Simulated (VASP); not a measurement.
# P (R-3m) in VASP: a series of runs

The runs below take P through single point, with PBEsol.

Program: VASP 6.6.1. These are calculated values, not measurements. Logs are shortened: lines on timing, memory, paths and dates and some standing lists are left out, and cuts for length are marked.

## (1) The cell of the first run

The structure is trigonal, space group R-3m (No. 166). Conventional cell: a = 3.644 Å, b = 3.644 Å, c = 8.425 Å, α = 90.00°, β = 90.00°, γ = 120.00°. P (site symmetry 3m) has 6 P at 2.34 to 2.76 Å within 3.1 Å.

## (2) Single point, PBEsol

Contents of INCAR:

```
PREC = Accurate ; ENCUT = 520
EDIFF = 1E-7 ; ISMEAR = 0
SIGMA = 0.15 ; LREAL = F
LASPH = T ; NELM = 100
ALGO = Normal ; ISIF = 2
LWAVE = F ; LCHARG = F
GGA = PS ; NBANDS = 12
```

Contents of KPOINTS:

```
regular mesh
0
Gamma
  18 18 18
```

Contents of POSCAR:

```
P
1.0
    1.8217914528      1.0518117857      2.8083154336
   -1.8217914528      1.0518117857      2.8083154336
    0.0000000000     -2.1036235713      2.8083154336
P
2
Direct
    0.2270802500      0.2270802500      0.2270802500
    0.7729197500      0.7729197500      0.7729197500
```

Potentials or basis: VASP PAW PBE potentials, release 64 (P).

Started as:

```bash
$ cat potpaw_PBE.64/P/POTCAR > POTCAR
$ mpirun -np 1 vasp_std > vasp.out
```

OUTCAR:

```text
PREC = Accurate
   ENCUT = 520
   EDIFF = 1E-7
   ISMEAR = 0
   LREAL = F
   LASPH = T
   NELM = 100
   ISIF = 2
   GGA = PS

 ion  position               nearest neighbor table
   1  0.227  0.227  0.227-   2 2.34   2 2.34   2 2.34   2 2.76   2 2.76   2 2.76
   2  0.773  0.773  0.773-   1 2.34   1 2.34   1 2.34   1 2.76   1 2.76   1 2.76

  LATTYP: Found a trigonal (rhomboedric) cell.
 ALAT       =     3.5088271124
 COS(alpha) =     0.4608577387

  Lattice vectors:

 A1 = (   1.8217914528,   1.0518117857,   2.8083154336)
 A2 = (  -1.8217914528,   1.0518117857,   2.8083154336)
 A3 = (   0.0000000000,  -2.1036235713,   2.8083154336)

Analysis of symmetry for initial positions (statically):
=====================================================================
 Subroutine PRICEL returns:
 Original cell was already a primitive cell.

 Routine SETGRP: Setting up the symmetry group for a
 trigonal (rhombohedral) supercell.

 Subroutine GETGRP returns: Found 12 space group operations
 (whereof 12 operations were pure point group operations)
 out of a pool of 12 trial point group operations.

The static configuration has the point symmetry D_3d.

Analysis of symmetry for dynamics (positions and initial velocities):
=====================================================================
 Subroutine PRICEL returns:
 Original cell was already a primitive cell.

 Routine SETGRP: Setting up the symmetry group for a
 trigonal (rhombohedral) supercell.

 Subroutine GETGRP returns: Found 12 space group operations
 (whereof 12 operations were pure point group operations)
 out of a pool of 12 trial point group operations.

The dynamic configuration has the point symmetry D_3d.

 Subroutine INISYM returns: Found 12 space group operations
 (whereof 12 operations are pure point group operations),
 and found     1 'primitive' translations

----------------------------------------------------------------------------------------

                                     Primitive cell

  volume of cell :      32.2875

  direct lattice vectors                    reciprocal lattice vectors
     1.821791453  1.051811786  2.808315434     0.274455125  0.158456740  0.118695119
    -1.821791453  1.051811786  2.808315434    -0.274455125  0.158456740  0.118695119
     0.000000000 -2.103623571  2.808315434     0.000000000 -0.316913480  0.118695119

  length of vectors
     3.508827112  3.508827112  3.508827112     0.338412005  0.338412005  0.338412005

  position of ions in fractional coordinates (direct lattice)
     0.227080250  0.227080250  0.227080250
     0.772919750  0.772919750  0.772919750

  ion indices of the primitive-cell ions
   primitive index   ion index
                 1           1
                 2           2

----------------------------------------------------------------------------------------

 KPOINTS: regular mesh

Automatic generation of k-mesh.
 Grid dimensions read from file:
 generate k-points for:   18   18   18

 Generating k-lattice:

  Cartesian coordinates                     Fractional coordinates (reciprocal lattice)
     0.015247507  0.008803152  0.006594173     0.055555556  0.000000000  0.000000000
    -0.015247507  0.008803152  0.006594173     0.000000000  0.055555556  0.000000000
     0.000000000 -0.017606304  0.006594173     0.000000000  0.000000000  0.055555556

  Length of vectors
     0.018800667  0.018800667  0.018800667

  Shift w.r.t. Gamma in fractional coordinates (k-lattice)
     0.000000000  0.000000000  0.000000000

 Subroutine IBZKPT returns following result:
 ===========================================

 Found    580 irreducible k-points:

 Following reciprocal coordinates:
            Coordinates               Weight
  0.000000  0.000000  0.000000      1.000000
  0.055556  0.000000  0.000000      6.000000
  0.111111  0.000000  0.000000      6.000000
  0.166667 -0.000000  0.000000      6.000000
  0.222222  0.000000  0.000000      6.000000
  0.277778 -0.000000  0.000000      6.000000
[... 16 lines left out ...]
 -0.277778  0.055556 -0.000000     12.000000
 -0.222222  0.055556 -0.000000     12.000000
 [... further k-points ...]
   k-points           NKPTS =    580   k-points in BZ     NKDIM =    580   number of bands    NBANDS=     12
   number of dos      NEDOS =    301   number of ions     NIONS =      2
   total plane-waves  NPLWV =  21952
   dimension x,y,z NGX =    28 NGY =   28 NGZ =   28
   dimension x,y,z NGXF=    56 NGYF=   56 NGZF=   56
   ions per type =               2
   NGX,Y,Z   is equivalent  to a cutoff of  13.27, 13.27, 13.27 a.u.
   NGXF,Y,Z  is equivalent  to a cutoff of  26.53, 26.53, 26.53 a.u.
 SYSTEM =  unknown system
   PREC   = accura    normal or accurate (medium, high low for compatibility)
   ISTART =      0    job   : 0-new  1-cont  2-samecut
   ICHARG =      2    charge: 1-file 2-atom 10-const
   ISPIN  =      1    spin polarized calculation?
   LNONCOLLINEAR =      F non collinear calculations
   LSORBIT =      F    spin-orbit coupling
   LASPH  =      T    aspherical Exc in radial PAW
   ENCUT  =  520.0 eV  38.22 Ry    6.18 a.u.   6.52  6.52  6.52*2*pi/ulx,y,z
   NELM   =    100;   NELMIN=  2; NELMDL= -5     # of ELM steps
   EDIFF  = 0.1E-06   stopping-criterion for ELM
   LREAL  =      F    real-space projection
   EDIFFG = 0.1E-05   stopping-criterion for IOM
   NSW    =      0    number of steps for IOM
   IBRION =     -1    ionic relax: 0-MD 1-quasi-New 2-CG
   NFREE  =      0    steps in history (QN), initial steepest desc. (CG)
   ISIF   =      2    stress and relaxation
   ISYM   =      2    0-nonsym 1-usesym 2-fastsym
   POTIM  = 0.5000    time-step for ionic-motion
   TEBEG  =    0.0;   TEEND  =   0.0 temperature during run
   PSTRESS=    0.0 pullay stress
   NELECT =      10.0000    total number of electrons
   NUPDOWN=      -1.0000    fix difference up-down
   EMIN   =  10.00;   EMAX   =-10.00  energy-range for DOS
   EFERMI =   0.00;   METHOD = LEGACY
   ISMEAR =     0;   SIGMA  =   0.15  broadening in eV -4-tet -1-fermi 0-gaus
   EFERMI_NEDOS =   21; number of points for ismear=-14 and -15
   IALGO  =     38    algorithm
   IMIX   =      4    mixing-type and parameters
     AMIX     =   0.40;   BMIX     =  1.00
     AMIX_MAG =   1.60;   BMIX_MAG =  1.00
  volume/ion in A,a.u.               =      16.14       108.94
  Fermi-wavevector in a.u.,A,eV,Ry     =   1.107636  2.093128 16.692396  1.226857
  Thomas-Fermi vector in A             =   2.244152
   LORBIT       =      0    0 simple, 1 ext, 2 COOP (PROOUT), +10 PAW based schemes
   GGA     = PS    functional components
   LHFCALC =     F    Hartree Fock is set to
   AEXX    =    0.0000 exact exchange contribution
   IVDW    =     0    specifies the selected vdW correction
   LEPSILON=     F    determine dielectric tensor
   LRPA    =     F    only Hartree local field effects (RPA)
 non-spin polarized calculation
 Gauss-broadening in eV      SIGMA  =   0.15
  energy-cutoff  :      520.00
  volume of cell :       32.29
 maximum number of plane-waves:       885
 NGX is ok and might be reduce to    28
   NGX = 13   NGY = 13   NGZ = 13

 number of electron      10.0000001 magnetization

 Free energy of the ion-electron system (eV)
  ---------------------------------------------------
  ext. energy  EPLUGINS =         0.00000000
  ---------------------------------------------------
  free energy    TOTEN  =       -11.41770606 eV

  energy without entropy =      -11.41355655  energy(sigma->0) =      -11.41563130

 E-fermi :   8.2789     XC(G=0): -10.9048

 val. band max:        8.2787970551   @ k =   0.2222   0.1667   0.0556
 cond. band min:       8.2889849041   @ k =   0.2222   0.1111   0.1111
 fundamental gap:      0.0101878489
 Fermi energy:         8.2789300161

 k-point     1 :       0.0000    0.0000    0.0000
  band No.  band energies     occupation
      1      -7.4840      2.00000
      2       5.4190      2.00000
      3       5.4190      2.00000
      4       5.5602      2.00000
      5       7.2754      2.00000
      6      10.6206      0.00000
      7      11.4823      0.00000
      8      11.4823      0.00000
      9      14.1479      0.00000
     10      14.1479      0.00000
     11      15.8106      0.00000
     12      15.8106      0.00000

 k-point     2 :       0.0556    0.0000    0.0000
  band No.  band energies     occupation
      1      -7.4371      2.00000
      2       4.5005      2.00000
      3       5.4050      2.00000
      4       6.3195      2.00000
      5       7.2697      2.00000
      6      10.6069      0.00000
      7      11.4964      0.00000
      8      11.5311      0.00000
      9      13.7857      0.00000
     10      13.9976      0.00000
     11      15.3753      0.00000
     12      16.3501      0.00000

 k-point     3 :       0.1111    0.0000    0.0000
  band No.  band energies     occupation
      1      -7.2964      2.00000
      2       3.4302      2.00000
      3       5.3676      2.00000
      4       6.8166      2.00000
      5       7.3611      2.00000
      6      10.5450      0.00000
      7      11.4387      0.00000
      8      11.6479      0.00000
      9      13.3564      0.00000
     10      13.6265      0.00000
     11      15.2006      0.00000
     12      17.4059      0.00000
[... 286 lines left out ...]
 k-point    23 :      -0.2778    0.0556   -0.0000
  band No.  band energies     occupation
      1      -6.1259      2.00000
      2      -0.2210      2.00000
      3       4.7527      2.00000
      4       6.9483      2.00000
      5       7.9401      1.99860
      6       9.5053      0.00000
      7      10.3564      0.00000
      8      11.1864      0.00000
      9      14.2069      0.00000
     10      15.6769      0.00000
     11      16.6071      0.00000
     12      20.7493      0.00000

 k-point    24 :      -0.2222    0.0556   -0.0000
  band No.  band energies     occupation
      1      -6.5699      2.00000
      2       0.8195      2.00000
      3       4.8171      2.00000
      4       7.0137      2.00000
      5       7.9649      1.99693
      6       9.8483      0.00000
      7      10.6608      0.00000
      8      11.5273      0.00000
      9      13.5695      0.00000
     10      14.7778      0.00000
     11      15.9093      0.00000
     12      19.5363      0.00000

 [... further k-points ...]

------------------------ aborting loop because EDIFF is reached ----------------------------------------

  FORCE on cell =-STRESS in cart. coord.  units (eV):
  Direction    XX          YY          ZZ          XY          YZ          ZX
  --------------------------------------------------------------------------------------
  -------------------------------------------------------------------------------------
  Total       -2.0703737     -2.0703737      0.7746650      0.0000000      0.0000000      0.0000000
  in kB     -102.7366741   -102.7366741     38.4406480      0.0000000      0.0000000      0.0000000
  external PRESSURE =     -55.6775667 kB  Pullay stress =       0.0000000 kB

 VOLUME and BASIS-vectors are now :
 -----------------------------------------------------------------------------
  energy-cutoff  :      520.00
  volume of cell :       32.29
      direct lattice vectors                 reciprocal lattice vectors
     1.821791453  1.051811786  2.808315434     0.274455125  0.158456740  0.118695119
    -1.821791453  1.051811786  2.808315434    -0.274455125  0.158456740  0.118695119
     0.000000000 -2.103623571  2.808315434     0.000000000 -0.316913480  0.118695119

 POSITION                                       TOTAL-FORCE (eV/Angst)
 -----------------------------------------------------------------------------------
      0.00000      0.00000      1.91314         0.000000      0.000000      0.550414
      0.00000      0.00000      6.51181         0.000000     -0.000000     -0.550414
 -----------------------------------------------------------------------------------
    total drift:                                0.000000     -0.000000     -0.000000

  FREE ENERGIE OF THE ION-ELECTRON SYSTEM (eV)
  ---------------------------------------------------
  free  energy   TOTEN  =       -11.4177060570 eV

  energy  without entropy=      -11.4135565473  energy(sigma->0) =      -11.41563130
```

It took 3.5 min on 1 thread of Intel Xeon 8259CL, shared host; peak memory 0.29 GiB.

What came out:

```yaml
Free_energy: -11.4177 eV
Pressure: -5.6 GPa
Largest_force: 0.550 eV/Å
Band_gap_on_the_k_mesh: zero (bands 5 and 6 overlap by 1.11 eV)
```

Forces on the atoms (eV/Å):
```
P    0.000  0.000  0.550
P    0.000  0.000 -0.550
```

Caveat: the cell stands under tension; the PAW data sets were made with another functional, which shifts forces and pressure a little.

[end of part 1 of 2]
